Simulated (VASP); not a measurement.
Input of a VASP 6.6.1 run:

Contents of INCAR:

```
ALGO     = Normal         # electronic algorithm
EDIFF    = 1E-6           # SCF threshold, eV
ENCUT    = 520            # plane-wave cutoff, eV
GGA      = PE             # functional
ISIF     = 2              # what is computed and relaxed
ISMEAR   = -1             # smearing method
IVDW     = 12             # dispersion correction
LASPH    = True           # aspherical terms in the spheres
LCHARG   = False          # write CHGCAR
LREAL    = Auto         
LWAVE    = False          # write WAVECAR
NBANDS   = 63             # bands
NELM     = 100            # most SCF steps
PREC     = Accurate       # precision mode
SIGMA    = 0.02           # smearing width, eV
```

The input KPOINTS:

```
k-points
0
Gamma
  1 1 1
```

The input POSCAR:

```
H10C6O
1.0
    7.2380700000      0.0000000000      0.0000000000
    0.0000000000      7.2380700000      0.0000000000
    0.0000000000      0.0000000000      7.2380700000
C O H
12 2 20
Direct
    0.0050704124      0.5817434758      0.1578044976
    0.1812776058      0.4947175145      0.2626528895
    0.5406828063      0.1252958316      0.3873270084
    0.7183821101      0.1084957730      0.2779332060
    0.8385108185      0.8257173528      0.8061264950
    0.6873379230      0.8663773630      0.8806214916
    0.1829355063      0.0986727125      0.9617757220
    0.0773825067      0.1752953481      0.8626470869
    0.6995649393      0.4862622218      0.7399486327
    0.7928771067      0.4041685145      0.6176922854
    0.3002872313      0.6859010758      0.6548016253
    0.2008960952      0.6146942486      0.7668480686
    0.3217984905      0.4521094712      0.1317063803
    0.7487355055      0.2258060505      0.1350221813
    0.4500232797      0.4136461792      0.1772848287
    0.2171573361      0.6228732245      0.3503281952
    0.1931039628      0.3634808727      0.3656499592
   -0.1173517250      0.6021218363      0.2631778913
    0.0529146582      0.7100649759      0.1188852830
   -0.0329369570      0.5224320848      0.0415165921
    0.6654121886      0.1893046074      0.0421383048
    0.8455707115      0.1200596292      0.3732901174
    0.7464697081     -0.0398448758      0.2366791147
    0.5313985634      0.0119921471      0.4827529991
    0.5377262171      0.2512686393      0.4651516219
    0.4152073688      0.1616867480      0.2937799717
    0.5477288835      0.8576181220      0.9445059249
    0.9865889664      0.8431253083      0.7669309636
   -0.0010085561      0.2320369933      0.7416756124
    0.2207494539      0.0004006593      1.0777873107
    0.8871840145      0.3579407218      0.5119458640
    0.6284410071      0.5307077715      0.8413706969
    0.0991010034      0.5599558998      0.8678142101
    0.3833342314      0.7789369266      0.5595552406
```

Potentials or basis: VASP PAW PBE potentials, release 64 (C, O, H).

Command:

```console
$ cat potpaw_PBE.64/C/POTCAR potpaw_PBE.64/O/POTCAR potpaw_PBE.64/H/POTCAR > POTCAR
$ mpirun -np 1 vasp_gam > vasp.out
```

Q: Predict the pressure.

A: -0.4 GPa.

Q: What does it give for the band gap on the k mesh?

A: 4.29 eV.

Stress tensor (GPa, compression positive):
```
-4.61  3.02  1.64
 3.02  1.16  1.51
 1.64  1.51  2.25
```

Caveat: the k points lie up to 0.87 Å⁻¹ apart; the atoms stand as in a frame of molecular dynamics.
